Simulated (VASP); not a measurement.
A run of VASP 6.6.1 is set up as follows.

The input POSCAR:

```
GaP
1.0
    0.0000000000      2.7253992874      2.7253992874
    2.7253992874      0.0000000000      2.7253992874
    2.7253992874      2.7253992874      0.0000000000
Ga P
1 1
Direct
    0.0000000000      0.0000000000      0.0000000000
    0.2500000000      0.2500000000      0.2500000000
```

File INCAR.step1:

```
SYSTEM = GaP
  PREC = Accurate
  ENCUT = 520
  ISMEAR = 0
  SIGMA = 0.01
  LREAL = .FALSE.
  LASPH = .TRUE.
  NELM = 60
  NBANDS = 16
  GGA = PE
  ALGO = Normal
  EDIFF = 1E-4
  LWAVE = .TRUE.
  LCHARG = .FALSE.
```

INCAR.step2

```
SYSTEM = GaP
  PREC = Accurate
  ENCUT = 520
  EDIFF = 1E-7
  ISMEAR = 0
  SIGMA = 0.01
  LREAL = .FALSE.
  LASPH = .TRUE.
  NELM = 60
  ALGO = Normal
  ISIF = 2
  LWAVE = .FALSE.
  LCHARG = .FALSE.
  METAGGA = R2SCAN
  LMIXTAU = .TRUE.
  NBANDS = 16
  ISTART = 1
```

KPOINTS

```
Automatic mesh
0
G
  8 8 8
  0 0 0
```

Potentials or basis: VASP PAW PBE potentials, release 64 (Ga_d, P).

Launch:

```sh
$ cat potpaw_PBE.64/Ga_d/POTCAR potpaw_PBE.64/P/POTCAR > POTCAR
$ cp INCAR.step1 INCAR
$ mpirun -np 1 vasp_std > vasp.out
$ cp INCAR.step2 INCAR
$ mpirun -np 1 vasp_std > vasp.out
```

Question: What does it give for the band gap on the k mesh?

Answer: 1.90 eV, indirect (least direct gap 2.34 eV).

Question: What does it give for the pressure?

Answer: 0.0 GPa.

Caveat: the PAW data sets were made with another functional, which shifts forces and pressure a little. r2SCAN opens gaps a little over a GGA but as a rule still falls short of measured ones.
